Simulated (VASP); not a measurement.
# NbC4 (Im-3m) in VASP: a series of runs

NbC4 is run at these levels: PBE; tasks: single point, relaxation of cell and atoms.

Program: VASP 6.6.1. These are calculated values, not measurements. Logs are shortened: lines on timing, memory, paths and dates and some standing lists are left out, and cuts for length are marked.

### Step 1. The cell of the first run

Symmetry: Im-3m, No. 229, cubic system. Conventional cell: a = 4.926 Å, b = 4.926 Å, c = 4.926 Å, α = 90.00°, β = 90.00°, γ = 90.00°. Nb (site symmetry m-3m) has 8 C at 2.13 Å within 2.8 Å. C (site symmetry -3m) has 2 Nb at 2.13 Å and 6 C at 2.46 Å within 2.8 Å.

### Step 2. Single point, PBE

Input file INCAR:

```
SYSTEM = NbC4
ALGO = Normal
EDIFF = 1E-6
ENCUT = 520
GGA = PE
ISIF = 2
ISMEAR = 0
LASPH = .TRUE.
LCHARG = .TRUE.
LELF = .TRUE.
LREAL = .FALSE.
LVHAR = .TRUE.
LWAVE = .FALSE.
NBANDS = 22
NELM = 80
PREC = Accurate
SIGMA = 0.1
```

Input file KPOINTS:

```
k-points
0
G
  4 4 4
  0 0 0
```

Input file POSCAR:

```
NbC4
1.0
   -2.4630088393      2.4630088393      2.4630088393
    2.4630088393     -2.4630088393      2.4630088393
    2.4630088393      2.4630088393     -2.4630088393
Nb C
1 4
Direct
    0.0000000000      0.0000000000      0.0000000000
    0.5000000000      0.5000000000      0.5000000000
    0.0000000000      0.0000000000      0.5000000000
    0.0000000000      0.5000000000      0.0000000000
    0.5000000000      0.0000000000      0.0000000000
```

Potentials or basis: VASP PAW PBE potentials, release 64 (Nb_sv, C).

Launch:

```console
cat potpaw_PBE.64/Nb_sv/POTCAR potpaw_PBE.64/C/POTCAR > POTCAR
mpirun -np 1 vasp_std > vasp.out
```

OUTCAR:

```text
SYSTEM = NbC4
   EDIFF = 1E-6
   ENCUT = 520
   GGA = PE
   ISIF = 2
   ISMEAR = 0
   LASPH = .TRUE.
   LREAL = .FALSE.
   NELM = 80
   PREC = Accurate

 ion  position               nearest neighbor table
   1  0.000  0.000  0.000-   2 2.13   3 2.13   4 2.13   5 2.13   3 2.13   4 2.13   5 2.13   2 2.13

   2  0.500  0.500  0.500-   1 2.13   1 2.13
   3  0.000  0.000  0.500-   1 2.13   1 2.13
   4  0.000  0.500  0.000-   1 2.13   1 2.13
   5  0.500  0.000  0.000-   1 2.13   1 2.13

  LATTYP: Found a body centered cubic cell.
 ALAT       =     4.9260176786

  Lattice vectors:

 A1 = (  -2.4630088393,   2.4630088393,   2.4630088393)
 A2 = (   2.4630088393,  -2.4630088393,   2.4630088393)
 A3 = (   2.4630088393,   2.4630088393,  -2.4630088393)

Analysis of symmetry for initial positions (statically):
=====================================================================
 Subroutine PRICEL returns:
 Original cell was already a primitive cell.

 Routine SETGRP: Setting up the symmetry group for a
 body centered cubic supercell.

 Subroutine GETGRP returns: Found 48 space group operations
 (whereof 48 operations were pure point group operations)
 out of a pool of 48 trial point group operations.

The static configuration has the point symmetry O_h .

Analysis of symmetry for dynamics (positions and initial velocities):
=====================================================================
 Subroutine PRICEL returns:
 Original cell was already a primitive cell.

 Routine SETGRP: Setting up the symmetry group for a
 body centered cubic supercell.

 Subroutine GETGRP returns: Found 48 space group operations
 (whereof 48 operations were pure point group operations)
 out of a pool of 48 trial point group operations.

The dynamic configuration has the point symmetry O_h .

 Subroutine INISYM returns: Found 48 space group operations
 (whereof 48 operations are pure point group operations),
 and found     1 'primitive' translations

----------------------------------------------------------------------------------------

                                     Primitive cell

  volume of cell :      59.7665

  direct lattice vectors                    reciprocal lattice vectors
    -2.463008839  2.463008839  2.463008839     0.000000000  0.203003738  0.203003738
[... 74 lines left out ...]
   NELM   =     80;   NELMIN=  2; NELMDL= -5     # of ELM steps
   EDIFF  = 0.1E-05   stopping-criterion for ELM
   LREAL  =      F    real-space projection
   EDIFFG = 0.1E-04   stopping-criterion for IOM
   NSW    =      0    number of steps for IOM
   IBRION =     -1    ionic relax: 0-MD 1-quasi-New 2-CG
   NFREE  =      0    steps in history (QN), initial steepest desc. (CG)
   ISIF   =      2    stress and relaxation
   ISYM   =      2    0-nonsym 1-usesym 2-fastsym
   POTIM  = 0.5000    time-step for ionic-motion
   TEBEG  =    0.0;   TEEND  =   0.0 temperature during run
   PSTRESS=    0.0 pullay stress
   NELECT =      29.0000    total number of electrons
   NUPDOWN=      -1.0000    fix difference up-down
   EMIN   =  10.00;   EMAX   =-10.00  energy-range for DOS
   EFERMI =   0.00;   METHOD = LEGACY
   ISMEAR =     0;   SIGMA  =   0.10  broadening in eV -4-tet -1-fermi 0-gaus
   EFERMI_NEDOS =   21; number of points for ismear=-14 and -15
   IALGO  =     38    algorithm
   IMIX   =      4    mixing-type and parameters
     AMIX     =   0.40;   BMIX     =  1.00
     AMIX_MAG =   1.60;   BMIX_MAG =  1.00
  volume/ion in A,a.u.               =      11.95        80.66
  Fermi-wavevector in a.u.,A,eV,Ry     =   1.286436  2.431012 22.516522  1.654918
  Thomas-Fermi vector in A             =   2.418511
   LORBIT       =      0    0 simple, 1 ext, 2 COOP (PROOUT), +10 PAW based schemes
   GGA     = PE    functional components
   LHFCALC =     F    Hartree Fock is set to
   AEXX    =    0.0000 exact exchange contribution
   IVDW    =     0    specifies the selected vdW correction
   LEPSILON=     F    determine dielectric tensor
   LRPA    =     F    only Hartree local field effects (RPA)
 non-spin polarized calculation
 Gauss-broadening in eV      SIGMA  =   0.10
  energy-cutoff  :      520.00
  volume of cell :       59.77
 maximum number of plane-waves:      1638
   NGX = 15   NGY = 15   NGZ = 15

 number of electron      28.9999998 magnetization

 Free energy of the ion-electron system (eV)
  ---------------------------------------------------
  ext. energy  EPLUGINS =         0.00000000
  ---------------------------------------------------
  free energy    TOTEN  =       -34.29360688 eV

  energy without entropy =      -34.27611551  energy(sigma->0) =      -34.28486120

 E-fermi :   5.2012     XC(G=0): -10.9863

 val. band max:        5.1988835736   @ k =  -0.2500   0.2500   0.2500
 cond. band min:       5.4503968383   @ k =   0.2500   0.2500   0.2500
 fundamental gap:      0.2515132647
 Fermi energy:         5.2012364805

 k-point     1 :       0.0000    0.0000    0.0000
  band No.  band energies     occupation
      1     -49.0894      2.00000
      2     -25.3451      2.00000
      3     -25.3451      2.00000
      4     -25.3451      2.00000
      5      -7.7074      2.00000
      6      -3.4543      2.00000
[... 189 lines left out ...]
     21       9.9583      0.00000
     22       9.9583      0.00000

------------------------ aborting loop because EDIFF is reached ----------------------------------------

  FORCE on cell =-STRESS in cart. coord.  units (eV):
  Direction    XX          YY          ZZ          XY          YZ          ZX
  --------------------------------------------------------------------------------------
  -------------------------------------------------------------------------------------
  Total       -0.2150243     -0.2150243     -0.2150243      0.0000000     -0.0000000      0.0000000
  in kB       -5.7642149     -5.7642149     -5.7642149      0.0000000     -0.0000000      0.0000000
  external PRESSURE =      -5.7642149 kB  Pullay stress =       0.0000000 kB

 VOLUME and BASIS-vectors are now :
 -----------------------------------------------------------------------------
  energy-cutoff  :      520.00
  volume of cell :       59.77
      direct lattice vectors                 reciprocal lattice vectors
    -2.463008839  2.463008839  2.463008839     0.000000000  0.203003738  0.203003738
     2.463008839 -2.463008839  2.463008839     0.203003738  0.000000000  0.203003738
     2.463008839  2.463008839 -2.463008839     0.203003738  0.203003738  0.000000000

 POSITION                                       TOTAL-FORCE (eV/Angst)
 -----------------------------------------------------------------------------------
      0.00000      0.00000      0.00000        -0.000000      0.000000     -0.000000
      1.23150      1.23150      1.23150        -0.000000     -0.000000     -0.000000
      1.23150      1.23150     -1.23150         0.000000      0.000000      0.000000
      1.23150     -1.23150      1.23150        -0.000000     -0.000000     -0.000000
     -1.23150      1.23150      1.23150         0.000000     -0.000000      0.000000
 -----------------------------------------------------------------------------------
    total drift:                               -0.000000     -0.000000      0.000000

  FREE ENERGIE OF THE ION-ELECTRON SYSTEM (eV)
  ---------------------------------------------------
  free  energy   TOTEN  =       -34.2936068816 eV

  energy  without entropy=      -34.2761155105  energy(sigma->0) =      -34.28486120
```

stdout:

```text
POSCAR found type information on POSCAR NbC
 POSCAR found :  2 types and       5 ions
 scaLAPACK will be used
 LDA part: xc-table for (Slater+PW92), standard interpolation
 POSCAR, INCAR and KPOINTS ok, starting setup
 FFT: planning ... GRIDC
 FFT: planning ... GRID_SOFT
 FFT: planning ... GRID
 WAVECAR not read
 entering main loop
```

It took 12 s on 1 thread of Intel Xeon Platinum 8124M at 3.00GHz (Skylake/Cascade Lake), shared host; peak memory 0.18 GiB.

What came out:

* Free energy: -34.2936 eV
* Pressure: -0.6 GPa

Levels at points of the mesh, in eV from the Fermi level:
```tsv
k point	band 12	band 13	band 14	band 15	band 16	band 17
(0.00, 0.00, 0.00)	-1.93	-1.93	-1.93	0.63	0.63	3.04
(0.50, 0.00, 0.00)	-2.58	-2.04	-0.09	-0.05	1.24	1.25
(0.50, 0.50, 0.50)	-4.45	-4.45	-4.45	2.46	2.46	2.46
```

Caveat: the k points lie up to 0.45 Å⁻¹ apart.

(Part 1 of 4 ends here.)
